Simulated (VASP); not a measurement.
Set up this calculation in VASP 6.6.1, as the native input.

| Item | Value |
| --- | --- |
| Task | single point |
| Functional | LDA |
| Potentials or basis | VASP PAW LDA potentials, release 64 (Mg, O) |
| Cutoff | 520 eV |
| k mesh | 10 × 10 × 10 |
| Occupations | gaussian, width 0.01 eV |
| Spin | no spin polarisation |
| Dipole correction | no |
| Further INCAR settings | ALGO = Normal; EDIFF = 1e-06; NBANDS = 11 |

The structure of MgO lies in POSCAR:

```
MgO
1.0
    0.0000000000      2.0795922133      2.0795922133
    2.0795922133      0.0000000000      2.0795922133
    2.0795922133      2.0795922133      0.0000000000
Mg O
1 1
Direct
    0.0000000000      0.0000000000      0.0000000000
    0.5000000000      0.5000000000      0.5000000000
```

One way to write it, as run:

INCAR

```
SYSTEM = MgO
PREC     = Accurate       ! precision mode
ENCUT    = 520            ! plane-wave cutoff, eV
EDIFF    = 1E-6           ! SCF threshold, eV
ISMEAR   = 0              ! smearing method
SIGMA    = 0.01           ! smearing width, eV
LREAL    = .FALSE.        ! projectors in reciprocal space
LASPH    = .TRUE.         ! aspherical terms in the spheres
NELM     = 60             ! most SCF steps
ALGO     = Normal         ! electronic algorithm
ISIF     = 2              ! what is computed and relaxed
LWAVE    = .FALSE.        ! write WAVECAR
LCHARG   = .FALSE.        ! write CHGCAR
NBANDS   = 11             ! bands
```

KPOINTS

```
regular mesh
0
G
  10 10 10
  0 0 0
```

Potentials or basis: VASP PAW LDA potentials, release 64 (Mg, O).

Launch:

```console
$ cat potpaw_LDA.64/Mg/POTCAR potpaw_LDA.64/O/POTCAR > POTCAR
$ mpirun -np 1 vasp_std > vasp.out
```

It gave:

```json
{
 "Pressure": "-1.7 GPa",
 "Band gap on the k mesh": "5.04 eV, direct"
}
```

It took 6.7 s on 1 thread of Intel Xeon 8259CL, with other jobs on the host, peak memory 0.13 GiB.
